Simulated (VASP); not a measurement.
# Sn (Im-3m) in VASP: notebook

The runs below take Sn through single point, with LDA, PBEsol, BLYP.

Everything below comes from runs of VASP 6.6.1. Logs are shortened: lines on timing, memory, paths and dates and some standing lists are left out, and cuts for length are marked.

## Step 1: The cell of the first run

Symmetry: Im-3m, No. 229, cubic system. Conventional cell: a = 3.789 Å, b = 3.789 Å, c = 3.789 Å, α = 90.00°, β = 90.00°, γ = 90.00°. Sn (site symmetry m-3m) has 14 Sn at 3.28 to 3.79 Å within 4.3 Å.

## Step 2: Single point, LDA

Contents of INCAR:

```
  PREC = Accurate
  ENCUT = 500
  EDIFF = 1E-6
  ISMEAR = -1
  SIGMA = 0.1
  LREAL = False
  LASPH = True
  NELM = 120
  ALGO = Normal
  ISIF = 2
  LWAVE = False
  LCHARG = True
  LELF = True
  LVHAR = True
  NBANDS = 13
  GGA_COMPAT = False
```

Contents of KPOINTS:

```
regular mesh
0
Gamma
  12 12 12
```

Contents of POSCAR:

```
Sn
1.0
    3.2816330257     -0.0000000182     -0.0000000315
   -1.0938776581      3.0939532938     -0.0000000315
   -1.0938776581     -1.5469766015      2.6794421768
Sn
1
Direct
    0.0000000000      0.0000000000      0.0000000000
```

Potentials or basis: VASP PAW LDA potentials, release 64 (Sn_d).

On the command line:

```console
> cat potpaw_LDA.64/Sn_d/POTCAR > POTCAR
> mpirun -np 1 vasp_std > vasp.out
```

OUTCAR:

```text
PREC = Accurate
   ENCUT = 500
   EDIFF = 1E-6
   ISMEAR = -1
   LREAL = False
   LASPH = True
   NELM = 120
   ISIF = 2

 ion  position               nearest neighbor table
   1  0.000  0.000  0.000-

  LATTYP: Found a body centered cubic cell.
 ALAT       =     3.7893034215

  Lattice vectors:

 A1 = (   3.2816330257,  -0.0000000182,  -0.0000000315)
 A2 = (  -1.0938776581,   3.0939532938,  -0.0000000315)
 A3 = (  -1.0938776581,  -1.5469766015,   2.6794421768)

Analysis of symmetry for initial positions (statically):
=====================================================================
 Subroutine PRICEL returns:
 Original cell was already a primitive cell.

 Routine SETGRP: Setting up the symmetry group for a
 body centered cubic supercell.

 Subroutine GETGRP returns: Found 48 space group operations
 (whereof 48 operations were pure point group operations)
 out of a pool of 48 trial point group operations.

The static configuration has the point symmetry O_h .

Analysis of symmetry for dynamics (positions and initial velocities):
=====================================================================
 Subroutine PRICEL returns:
 Original cell was already a primitive cell.

 Routine SETGRP: Setting up the symmetry group for a
 body centered cubic supercell.

 Subroutine GETGRP returns: Found 48 space group operations
 (whereof 48 operations were pure point group operations)
 out of a pool of 48 trial point group operations.

The dynamic configuration has the point symmetry O_h .

 Subroutine INISYM returns: Found 48 space group operations
 (whereof 48 operations are pure point group operations),
 and found     1 'primitive' translations

----------------------------------------------------------------------------------------

                                     Primitive cell

  volume of cell :      27.2050

  direct lattice vectors                    reciprocal lattice vectors
     3.281633026 -0.000000018 -0.000000031     0.304726336  0.107737029  0.186606003
    -1.093877658  3.093953294 -0.000000031     0.000000004  0.323211088  0.186606003
    -1.093877658 -1.546976601  2.679442177     0.000000004  0.000000005  0.373212014

  length of vectors
     3.281633026  3.281633026  3.281633026     0.373212014  0.373212014  0.373212014

  position of ions in fractional coordinates (direct lattice)
     0.000000000  0.000000000  0.000000000

  ion indices of the primitive-cell ions
   primitive index   ion index
                 1           1

----------------------------------------------------------------------------------------

 KPOINTS: regular mesh

Automatic generation of k-mesh.
 Grid dimensions read from file:
 generate k-points for:   12   12   12

 Generating k-lattice:

  Cartesian coordinates                     Fractional coordinates (reciprocal lattice)
     0.025393861  0.008978086  0.015550500     0.083333333  0.000000000  0.000000000
     0.000000000  0.026934257  0.015550500    -0.000000000  0.083333333  0.000000000
     0.000000000  0.000000000  0.031101001     0.000000000  0.000000000  0.083333333

  Length of vectors
     0.031101001  0.031101001  0.031101001

  Shift w.r.t. Gamma in fractional coordinates (k-lattice)
     0.000000000  0.000000000  0.000000000

 Subroutine IBZKPT returns following result:
 ===========================================

 Found     72 irreducible k-points:

 Following reciprocal coordinates:
            Coordinates               Weight
  0.000000  0.000000  0.000000      1.000000
  0.083333 -0.000000 -0.000000     12.000000
  0.166667 -0.000000 -0.000000     12.000000
  0.250000  0.000000 -0.000000     12.000000
  0.333333  0.000000 -0.000000     12.000000
  0.416667 -0.000000 -0.000000     12.000000
[... 16 lines left out ...]
  0.333333  0.083333  0.083333     24.000000
  0.416667  0.083333  0.083333     12.000000
 [... further k-points ...]
   k-points           NKPTS =     72   k-points in BZ     NKDIM =     72   number of bands    NBANDS=     13
   number of dos      NEDOS =    301   number of ions     NIONS =      1
   total plane-waves  NPLWV =  13824
   dimension x,y,z NGX =    24 NGY =   24 NGZ =   24
   dimension x,y,z NGXF=    48 NGYF=   48 NGZF=   48
   ions per type =               1
   NGX,Y,Z   is equivalent  to a cutoff of  12.16, 12.16, 12.16 a.u.
   NGXF,Y,Z  is equivalent  to a cutoff of  24.32, 24.32, 24.32 a.u.
 SYSTEM =  unknown system
   PREC   = accura    normal or accurate (medium, high low for compatibility)
   ISTART =      0    job   : 0-new  1-cont  2-samecut
   ICHARG =      2    charge: 1-file 2-atom 10-const
   ISPIN  =      1    spin polarized calculation?
   LNONCOLLINEAR =      F non collinear calculations
   LSORBIT =      F    spin-orbit coupling
   LASPH  =      T    aspherical Exc in radial PAW
   ENCUT  =  500.0 eV  36.75 Ry    6.06 a.u.   5.98  5.98  5.98*2*pi/ulx,y,z
   NELM   =    120;   NELMIN=  2; NELMDL= -5     # of ELM steps
   EDIFF  = 0.1E-05   stopping-criterion for ELM
   LREAL  =      F    real-space projection
   EDIFFG = 0.1E-04   stopping-criterion for IOM
   NSW    =      0    number of steps for IOM
   IBRION =     -1    ionic relax: 0-MD 1-quasi-New 2-CG
   NFREE  =      0    steps in history (QN), initial steepest desc. (CG)
   ISIF   =      2    stress and relaxation
   ISYM   =      2    0-nonsym 1-usesym 2-fastsym
   POTIM  = 0.5000    time-step for ionic-motion
   TEBEG  =    0.0;   TEEND  =   0.0 temperature during run
   PSTRESS=    0.0 pullay stress
   NELECT =      14.0000    total number of electrons
   NUPDOWN=      -1.0000    fix difference up-down
   EMIN   =  10.00;   EMAX   =-10.00  energy-range for DOS
   EFERMI =   0.00;   METHOD = LEGACY
   ISMEAR =    -1;   SIGMA  =   0.10  broadening in eV -4-tet -1-fermi 0-gaus
   EFERMI_NEDOS =   21; number of points for ismear=-14 and -15
   IALGO  =     38    algorithm
   IMIX   =      4    mixing-type and parameters
     AMIX     =   0.40;   BMIX     =  1.00
     AMIX_MAG =   1.60;   BMIX_MAG =  1.00
  volume/ion in A,a.u.               =      27.20       183.59
  Fermi-wavevector in a.u.,A,eV,Ry     =   1.311902  2.479136 23.416815  1.721087
  Thomas-Fermi vector in A             =   2.442332
   LORBIT       =      0    0 simple, 1 ext, 2 COOP (PROOUT), +10 PAW based schemes
   GGA     = CA    functional components
   LHFCALC =     F    Hartree Fock is set to
   AEXX    =    0.0000 exact exchange contribution
   IVDW    =     0    specifies the selected vdW correction
   LEPSILON=     F    determine dielectric tensor
   LRPA    =     F    only Hartree local field effects (RPA)
 non-spin polarized calculation
  energy-cutoff  :      500.00
  volume of cell :       27.20
 maximum number of plane-waves:       712
   NGX = 11   NGY = 11   NGZ = 11

 number of electron      13.9999996 magnetization

 Free energy of the ion-electron system (eV)
  ---------------------------------------------------
  ext. energy  EPLUGINS =         0.00000000
  ---------------------------------------------------
  free energy    TOTEN  =        -4.43285119 eV

  energy without entropy =       -4.41368250  energy(sigma->0) =       -4.42326684

 E-fermi :   7.8332     XC(G=0): -10.6010

 val. band max:        7.7939617991   @ k =   0.2500   0.1667   0.1667
 cond. band min:       7.9025840714   @ k =  -0.3333   0.3333   0.2500
 fundamental gap:      0.1086222724
 Fermi energy:         7.8331812158

 k-point     1 :       0.0000    0.0000    0.0000
  band No.  band energies     occupation
      1     -13.6536      2.00000
      2     -13.6536      2.00000
      3     -13.6536      2.00000
      4     -13.5128      2.00000
      5     -13.5128      2.00000
      6      -3.2923      2.00000
      7      15.6242      0.00000
      8      15.6242      0.00000
      9      15.6242      0.00000
     10      20.0140      0.00000
     11      20.0140      0.00000
     12      20.0140      0.00000
     13      20.5954      0.00000

 k-point     2 :       0.0833   -0.0000   -0.0000
  band No.  band energies     occupation
      1     -13.6567      2.00000
      2     -13.6490      2.00000
      3     -13.6389      2.00000
      4     -13.5163      2.00000
      5     -13.5133      2.00000
      6      -3.1414      2.00000
      7      14.3926      0.00000
      8      15.0665      0.00000
      9      15.4354      0.00000
     10      18.6669      0.00000
     11      18.9835      0.00000
     12      19.7237      0.00000
     13      21.2468      0.00000

 k-point     3 :       0.1667   -0.0000   -0.0000
  band No.  band energies     occupation
      1     -13.6651      2.00000
      2     -13.6381      2.00000
      3     -13.5984      2.00000
      4     -13.5246      2.00000
      5     -13.5144      2.00000
      6      -2.6882      2.00000
      7      11.9069      0.00000
      8      13.9692      0.00000
      9      14.9204      0.00000
     10      17.5716      0.00000
     11      17.9569      0.00000
     12      19.6821      0.00000
     13      21.6507      0.00000

 k-point     4 :       0.2500    0.0000   -0.0000
  band No.  band energies     occupation
      1     -13.6766      2.00000
      2     -13.6286      2.00000
      3     -13.5425      2.00000
      4     -13.5314      2.00000
      5     -13.5160      2.00000
      6      -1.9336      2.00000
      7       9.2717      0.00000
      8      12.8966      0.00000
      9      14.2744      0.00000
     10      16.7836      0.00000
     11      17.1632      0.00000
     12      20.1771      0.00000
     13      22.1336      0.00000

 k-point     5 :       0.3333    0.0000   -0.0000
  band No.  band energies     occupation
      1     -13.6881      2.00000
      2     -13.6280      2.00000
      3     -13.5302      2.00000
      4     -13.5174      2.00000
      5     -13.4859      2.00000
      6      -0.8881      2.00000
      7       6.8034      1.99993
      8      12.0522      0.00000
      9      13.7057      0.00000
     10      16.2424      0.00000
     11      16.6019      0.00000
     12      21.0668      0.00000
     13      22.7474      0.00000

 k-point     6 :       0.4167   -0.0000   -0.0000
  band No.  band energies     occupation
      1     -13.6965      2.00000
      2     -13.6333      2.00000
      3     -13.5241      2.00000
      4     -13.5185      2.00000
      5     -13.4440      2.00000
      6       0.3878      2.00000
      7       4.6522      2.00000
      8      11.5196      0.00000
      9      13.3311      0.00000
     10      15.9266      0.00000
     11      16.2677      0.00000
     12      22.1304      0.00000
     13      23.4241      0.00000

 k-point     7 :       0.5000    0.0000   -0.0000
  band No.  band energies     occupation
      1     -13.6996      2.00000
      2     -13.6362      2.00000
      3     -13.5211      2.00000
      4     -13.5189      2.00000
      5     -13.4286      2.00000
      6       1.3285      2.00000
      7       3.4168      2.00000
      8      11.3380      0.00000
      9      13.2015      0.00000
     10      15.8230      0.00000
     11      16.1568      0.00000
     12      22.7542      0.00000
     13      23.8017      0.00000
[... 193 lines left out ...]
 k-point    20 :       0.0833    0.0833    0.0833
  band No.  band energies     occupation
      1     -13.6560      2.00000
      2     -13.6560      2.00000
      3     -13.5681      2.00000
      4     -13.5206      2.00000
      5     -13.5206      2.00000
      6      -2.3860      2.00000
      7      11.1589      0.00000
      8      13.1508      0.00000
      9      13.1508      0.00000
     10      18.8098      0.00000
     11      18.8098      0.00000
     12      20.8616      0.00000
     13      21.7748      0.00000

 k-point    21 :       0.1667    0.0833    0.0833
  band No.  band energies     occupation
      1     -13.6670      2.00000
      2     -13.6433      2.00000
      3     -13.5289      2.00000
      4     -13.5226      2.00000
      5     -13.5192      2.00000
      6      -1.6332      2.00000
      7       9.1644      0.00000
      8      11.4632      0.00000
      9      12.3191      0.00000
     10      18.8981      0.00000
     11      19.1412      0.00000
     12      20.8897      0.00000
     13      22.3395      0.00000

 k-point    22 :       0.2500    0.0833    0.0833
  band No.  band energies     occupation
      1     -13.6771      2.00000
      2     -13.6303      2.00000
      3     -13.5289      2.00000
      4     -13.5186      2.00000
      5     -13.4861      2.00000
      6      -0.5957      2.00000
      7       6.9581      1.99968
      8      10.4035      0.00000
      9      11.6784      0.00000
     10      18.5377      0.00000
     11      18.9983      0.00000
     12      21.4970      0.00000
     13      22.9784      0.00000

 k-point    23 :       0.3333    0.0833    0.0833
  band No.  band energies     occupation
      1     -13.6840      2.00000
      2     -13.6245      2.00000
      3     -13.5237      2.00000
      4     -13.5186      2.00000
      5     -13.4611      2.00000
      6       0.6567      2.00000
      7       4.9224      2.00000
      8       9.8140      0.00000
      9      11.2805      0.00000
     10      18.2486      0.00000
     11      18.7567      0.00000
     12      22.5231      0.00000
     13      23.6859      0.00000

 k-point    24 :       0.4167    0.0833    0.0833
  band No.  band energies     occupation
      1     -13.6865      2.00000
      2     -13.6235      2.00000
      3     -13.5203      2.00000
      4     -13.5186      2.00000
      5     -13.4523      2.00000
      6       1.5508      2.00000
      7       3.7578      2.00000
      8       9.6218      0.00000
      9      11.1458      0.00000
     10      18.1461      0.00000
     11      18.6620      0.00000
     12      23.1620      0.00000
     13      24.0908      0.00000

 [... further k-points ...]
[... 5 lines left out ...]
  --------------------------------------------------------------------------------------
  -------------------------------------------------------------------------------------
  Total       -0.5875141     -0.5875141     -0.5875141      0.0000000      0.0000000      0.0000000
  in kB      -34.6003694    -34.6003694    -34.6003694      0.0000000      0.0000000      0.0000000
  external PRESSURE =     -34.6003694 kB  Pullay stress =       0.0000000 kB

 VOLUME and BASIS-vectors are now :
 -----------------------------------------------------------------------------
  energy-cutoff  :      500.00
  volume of cell :       27.20
      direct lattice vectors                 reciprocal lattice vectors
     3.281633026 -0.000000018 -0.000000031     0.304726336  0.107737029  0.186606003
    -1.093877658  3.093953294 -0.000000031     0.000000004  0.323211088  0.186606003
    -1.093877658 -1.546976601  2.679442177     0.000000004  0.000000005  0.373212014

 POSITION                                       TOTAL-FORCE (eV/Angst)
 -----------------------------------------------------------------------------------
      0.00000      0.00000      0.00000         0.000000      0.000000      0.000000
 -----------------------------------------------------------------------------------
    total drift:                               -0.000000      0.000000      0.000000

  FREE ENERGIE OF THE ION-ELECTRON SYSTEM (eV)
  ---------------------------------------------------
  free  energy   TOTEN  =        -4.4328511851 eV

  energy  without entropy=       -4.4136825034  energy(sigma->0) =       -4.42326684
```

Wall time 5.1 s (1 thread of Intel Xeon 6975P-C (Granite Rapids), shared host); peak memory 0.14 GiB.

Results:

```yaml
Free_energy: -4.4329 eV
Pressure: -3.5 GPa
Band_gap_on_the_k_mesh: zero (band 7 reaches 15.62 eV, above the bottom of band 8 at 5.37 eV)
```

Caveat: spin-orbit coupling is left out, which moves the levels of the heavy elements.

## Step 3: Single point, PBEsol

Contents of INCAR:

```
ALGO = Normal ; EDIFF = 1E-6
ENCUT = 500 ; GGA = PS
GGA_COMPAT = False ; ISIF = 2
ISMEAR = -1 ; LASPH = True
LCHARG = False ; LREAL = False
LWAVE = False ; NBANDS = 13
NELM = 120 ; PREC = Accurate
SIGMA = 0.1
```

Contents of KPOINTS:

```
k-points
0
Gamma
  12 12 12
```

POSCAR is that of step 2.

Potentials or basis: VASP PAW PBE potentials, release 64 (Sn_d).

On the command line:

```console
> cat potpaw_PBE.64/Sn_d/POTCAR > POTCAR
> mpirun -np 1 vasp_std > vasp.out
```

Wall time 5.3 s (1 thread of Intel Xeon 6975P-C (Granite Rapids), shared host); peak memory 0.15 GiB.

The run converged. Its results:

| Item | Value |
| --- | --- |
| Free energy | -4.2336 eV |
| Pressure | -2.2 GPa |
| Band gap on the k mesh | zero (band 7 reaches 15.86 eV, above the bottom of band 8 at 5.45 eV) |

Levels at points of the mesh, in eV from the Fermi level:
```tsv
k point	band 5	band 6	band 7	band 8	band 9	band 10
(0.00, 0.00, 0.00)	-21.34	-11.12	7.91	7.91	7.91	12.09
(0.50, 0.00, 0.00)	-21.26	-6.46	-4.45	3.56	5.39	7.92
(0.50, 0.50, 0.50)	-21.28	-2.54	-0.51	-0.51	-0.51	3.81
```

Caveat: the PAW data sets were made with another functional, which shifts forces and pressure a little; spin-orbit coupling is left out, which moves the levels of the heavy elements.

(Continued in part 2 of 2.)
